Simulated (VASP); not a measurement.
Set up this calculation in VASP 6.6.1, as the native input.

| Property | Result |
| --- | --- |
| Task | single point |
| Functional | PBE |
| Potentials or basis | VASP PAW PBE potentials, release 64 (Be, Zn, Te) |
| Cutoff | 520 eV |
| k mesh | 6 × 6 × 2 |
| Occupations | gaussian, width 0.1 eV |
| Spin | no spin polarisation |
| Dipole correction | no |
| Further INCAR settings | ALGO = Normal; EDIFF = 1e-06; NBANDS = 31 |

The structure of BeZn2Te3 lies in POSCAR:

```
BeZn2Te3
1.0
    4.3569171200      0.0000000000      0.0000000000
   -2.1784585600      3.7732009100      0.0000000000
    0.0000000000      0.0000000000      8.1956078700
Be Zn Te
1 2 3
Direct
    0.0000000000      0.0000000000      0.0000000000
    0.0000000000      0.0000000000      0.2533521100
    0.0000000000      0.0000000000      0.7466478900
    0.6268268900      0.0000000000      0.0000000000
    0.0000000000      0.6268268900      0.0000000000
    0.3731731100      0.3731731100      0.0000000000
```

The input as run:

INCAR

```
SYSTEM = BeZn2Te3
PREC = Accurate ; ENCUT = 520
EDIFF = 1E-6 ; ISMEAR = 0
SIGMA = 0.1 ; LREAL = .FALSE.
LASPH = .TRUE. ; NELM = 80
ALGO = Normal ; ISIF = 2
LWAVE = .FALSE. ; LCHARG = .TRUE.
GGA = PE ; LELF = .TRUE.
LVHAR = .TRUE. ; NBANDS = 31
```

KPOINTS

```
regular mesh
0
G
  6 6 2
  0 0 0
```

Potentials or basis: VASP PAW PBE potentials, release 64 (Be, Zn, Te).

Launch:

```console
$ cat potpaw_PBE.64/Be/POTCAR potpaw_PBE.64/Zn/POTCAR potpaw_PBE.64/Te/POTCAR > POTCAR
$ mpirun -np 1 vasp_std > vasp.out
```

It gave:

The pressure is 112.9 GPa, the largest force is 11.140 eV/Å and the band gap on the k mesh is zero (band 22 reaches 6.88 eV, above the bottom of band 23 at 5.44 eV).

Caveat: the k points lie up to 0.38 Å⁻¹ apart; spin-orbit coupling is left out, which moves the levels of the heavy elements; forces of over 1 eV/Å act on the atoms, so gaps and moduli don't describe the material at rest.

Run time: 87 s on 1 thread of Intel(R) Xeon(R) Platinum 8375C CPU @ 2.90GHz (Ice Lake) (shared host), peak memory 0.26 GiB.
